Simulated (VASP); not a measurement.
# InAs4: single point with PBE+D3(BJ)

InAs4:

```
In As
1.0
     5.39097    0.00000    0.00000
     0.00000    5.39097    0.00000
     0.00000    0.00000    4.24761
In As
1 4
Direct
  0.50000 0.50000 0.50000
  0.23368 0.23368 0.00000
  0.23368 0.76632 0.00000
  0.76632 0.23368 0.00000
  0.76632 0.76632 0.00000
```

```yaml
Program: VASP 6.6.1
Task: single point
Functional: PBE
Dispersion: D3(BJ)
Potentials_or_basis: VASP PAW PBE potentials, release 64 (In_d, As)
Cutoff: 520 eV
k_mesh: 4 × 4 × 4
Occupations: gaussian, width 0.1 eV
Spin: no spin polarisation
Dipole_correction: no
Further_INCAR_settings: ALGO = Normal; EDIFF = 1e-06; NBANDS = 24
```

| Quantity | Value |
| --- | --- |
| Pressure | 0.4 GPa |
| Largest force | 0.059 eV/Å |
| Dispersion energy per atom | -0.355 eV |

Forces in eV/Å, atoms in the order of the input:
```
In   0.000  0.000  0.000
As   0.042  0.042  0.000
As   0.042 -0.042  0.000
As  -0.042  0.042  0.000
As  -0.042 -0.042  0.000
```

Stress tensor (GPa, compression positive):
```
0.49 0.00 0.00
0.00 0.49 0.00
0.00 0.00 0.12
```

Levels at points of the mesh, in eV from the Fermi level:
```csv
k point,band 15,band 16,band 17,band 18,band 19,band 20
"(0.00, 0.00, 0.00)",-1.14,-0.03,-0.03,2.44,2.99,3.59
"(0.50, 0.00, 0.00)",-1.58,0.33,0.67,0.81,1.25,1.95
"(0.50, 0.50, 0.00)",-1.26,-0.79,-0.66,-0.66,0.44,0.46
"(0.00, 0.00, 0.50)",-2.48,-2.48,-0.62,1.34,2.94,3.15
"(0.50, 0.00, 0.50)",-1.65,-0.71,-0.64,0.89,1.24,2.56
"(0.50, 0.50, 0.50)",-0.70,-0.70,-0.68,0.28,0.58,0.73
```

Run time: 20 s on 1 thread of Intel(R) Xeon(R) 6975P-C (Granite Rapids), on a shared host, peak memory 0.23 GiB.

Caveat: the k points lie up to 0.37 Å⁻¹ apart; spin-orbit coupling is left out, which moves the levels of the heavy elements; pairwise dispersion overbinds metals, which lowers pressure and volume.
